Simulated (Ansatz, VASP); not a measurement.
**Two plane-wave programs on TiAl3**

```
CELL_PARAMETERS angstrom
5.61605 0.00000 0.00000
-2.80803 4.86364 0.00000
0.00000 0.00000 9.22781
ATOMIC_POSITIONS crystal
Ti 0.33333 0.66667 0.25000
Ti 0.00000 0.00000 0.00000
Ti 0.00000 0.00000 0.50000
Ti 0.66667 0.33333 0.75000
Al 0.50000 0.50000 0.50000
Al 0.66507 0.83253 0.75000
Al 0.50000 0.00000 0.00000
Al 0.16747 0.83253 0.75000
Al 0.50000 0.00000 0.50000
Al 0.83253 0.66507 0.25000
Al 0.00000 0.50000 0.00000
Al 0.00000 0.50000 0.50000
Al 0.50000 0.50000 0.00000
Al 0.83253 0.16747 0.25000
Al 0.33493 0.16747 0.25000
Al 0.16747 0.33493 0.75000
```

Alike in both runs: functional PBE; k mesh 3 × 3 × 2; occupations gaussian, width 0.2 eV; no spin polarisation.

Ansatz relaxed the structure, and its values are those at the end. VASP's run is a single point on that final structure, the one shown.

|  | VASP | Ansatz |
| --- | --- | --- |
| version | VASP 6.6.1 | Ansatz 0.2.0 |
| potentials or method | VASP PAW PBE potentials, release 64 (Ti_sv, Al), cutoff 520 eV | scalar-relativistic, plane waves, PAW |
| valence electrons in the cell | 84 | 84 |

|  | VASP | Ansatz | Ansatz less VASP |
| --- | --- | --- | --- |
| gap on the k mesh at the Fermi level (eV) | none | none | - |
| pressure (GPa) | 0.4 | 0.3 | -0.05 |
| rms of the force components (eV/Å) | 0.003 | 0.004 | +0.0011 |

A gap of «none» marks a metal or a gap that the smearing closes.

The k mesh is coarse, so the values compare programs but aren't converged.
